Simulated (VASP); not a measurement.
Cu3Sn2:

```
CELL_PARAMETERS angstrom
4.32060 2.49450 1.86098
-4.32060 2.49450 1.86098
0.00000 -4.98900 1.86098
ATOMIC_POSITIONS crystal
Cu 0.00000 0.50000 0.00000
Cu 0.00000 0.00000 0.50000
Cu 0.50000 0.00000 0.00000
Sn 0.74874 0.74874 0.74874
Sn 0.25126 0.25126 0.25126
```

The cell was generated, and may not be a known phase.

```yaml
Program: VASP 6.6.1
Task: relaxation of cell and atoms
Functional: PBE
Potentials_or_basis: VASP PAW PBE potentials, release 64 (Cu, Sn_d)
Cutoff: 600 eV
k_mesh: 6 × 6 × 6
Occupations: gaussian, width 0.1 eV
Spin: no spin polarisation
```

At the start: pressure 0.5 GPa; volume 24.07 Å³/atom.

**Question.** How do energy, volume and symmetry change on relaxing?

**Answer.** Over 5 steps the energy falls by 11.0 meV/atom and the volume is 24.21 Å³/atom (+0.6 %); space group R-3m (No. 166, to 0.1 Å) before and after.

Step by step:
| step | energy change (eV) | largest force (eV/Å) | pressure (GPa) | volume (Å³) |
| --- | --- | --- | --- | --- |
| 1 | 0.0000 | 0.5285 | 0.53 | 120.34 |
| 2 | -0.0513 | 0.0578 | 0.16 | 121.70 |
| 3 | -0.0537 | 0.0746 | -0.34 | 122.20 |
| 4 | -0.0538 | 0.0428 | -0.39 | 122.11 |
| 5 | -0.0548 | 0.0091 | 0.06 | 121.06 |

Final structure:
```
Cu Sn
1.0
     4.26836    2.46434    1.91819
    -4.26836    2.46434    1.91819
     0.00000   -4.92867    1.91819
Cu Sn
3 2
Cartesian
  2.1342 -1.2322 4.7955
  0.0000 2.4643 4.7955
  -2.1342 -1.2322 4.7955
  0.0000 0.0000 4.2755
  0.0000 0.0000 1.4790
```
